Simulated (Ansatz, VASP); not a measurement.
**MoS2: VASP beside Ansatz**

File POSCAR:

```
MoS2
1.0
    3.1842713585      0.0000000000      0.0000000000
   -1.5921356792      2.7576598890      0.0000000000
    0.0000000000      0.0000000000     28.4188140530
Mo S
3 6
Direct
    0.6666666667      0.3333333333      0.0000000000
    0.3333333333      0.6666666667      0.7714360451
    0.3333333333      0.6666666667      0.2285639549
    0.3333333333      0.6666666667      0.0519983074
    0.6666666667      0.3333333333      0.8234388213
    0.6666666667      0.3333333333      0.2805405072
    0.3333333333      0.6666666667      0.9427234990
    0.6666666667      0.3333333333      0.7141812992
    0.6666666667      0.3333333333      0.1712829851
```

The input INCAR.step1:

```
SYSTEM = MoS2
PREC = Accurate
ENCUT = 520
ISMEAR = 0
SIGMA = 0.05
LREAL = .FALSE.
LASPH = .TRUE.
NELM = 80
NBANDS = 49
GGA = PE
ALGO = Normal
EDIFF = 1E-4
LWAVE = .TRUE.
LCHARG = .FALSE.
```

The input INCAR.step2:

```
SYSTEM = MoS2
PREC = Accurate
ENCUT = 520
EDIFF = 1E-6
ISMEAR = 0
SIGMA = 0.05
LREAL = .FALSE.
LASPH = .TRUE.
NELM = 80
ALGO = Normal
ISIF = 2
LWAVE = .FALSE.
LCHARG = .FALSE.
METAGGA = R2SCAN
LMIXTAU = .TRUE.
NBANDS = 49
ISTART = 1
```

Contents of KPOINTS:

```
regular mesh
0
G
  12 12 1
  0 0 0
```

Input for Ansatz:

```yaml
crystal:
  lattice:
    - [3.1842713585, 0.0, 0.0]
    - [-1.5921356792, 2.757659889, 0.0]
    - [0.0, 0.0, 28.418814053]
  atoms:
    - { symbol: Mo, position: [0.6666666667, 0.3333333333, 0.0] }
    - { symbol: Mo, position: [0.3333333333, 0.6666666667, 0.7714360451] }
    - { symbol: Mo, position: [0.3333333333, 0.6666666667, 0.2285639549] }
    - { symbol: S, position: [0.3333333333, 0.6666666667, 0.0519983074] }
    - { symbol: S, position: [0.6666666667, 0.3333333333, 0.8234388213] }
    - { symbol: S, position: [0.6666666667, 0.3333333333, 0.2805405072] }
    - { symbol: S, position: [0.3333333333, 0.6666666667, 0.942723499] }
    - { symbol: S, position: [0.6666666667, 0.3333333333, 0.7141812992] }
    - { symbol: S, position: [0.6666666667, 0.3333333333, 0.1712829851] }
basis:
  ecutwfc: 500
kpoints:
  mp_grid: { grid: [12, 12, 1] }
hamiltonian:
  xc: r2scan
scf:
  occupations: { method: gaussian, width: 0.05 }
output:
  forces: true
  stress: true
  eigenvalues: true
```

Change from the starting cell: all S atoms moved +0.075 Å, as atom 4 towards its neighbour atom 7 (S) at 3.105 Å.

Alike in both runs: task single point; functional r2SCAN; k mesh 12 × 12 × 1; occupations gaussian, width 0.05 eV; no spin polarisation.

```csv
,VASP,Ansatz
version,VASP 6.6.1,Ansatz 0.2.0
potentials or method,"VASP PAW PBE potentials, release 64 (Mo_sv, S), cutoff 520 eV","scalar-relativistic, plane waves, PAW"
valence electrons in the cell,78,78
```

VASP gave:

```
gap on the k mesh at the Fermi level (eV) : 1.10
least direct gap on the mesh (eV)         : 1.61
rms of the force components (eV/Å)        : 0.951
```

Task: Estimate Ansatz's values.

Result: gap on the k mesh at the Fermi level (eV): 1.08; least direct gap on the mesh (eV): 1.59; rms of the force components (eV/Å): 0.952.

VASP's potentials were made for PBE, not for r2SCAN. Atom by atom the forces differ by 0.002 eV/Å (rms over components).
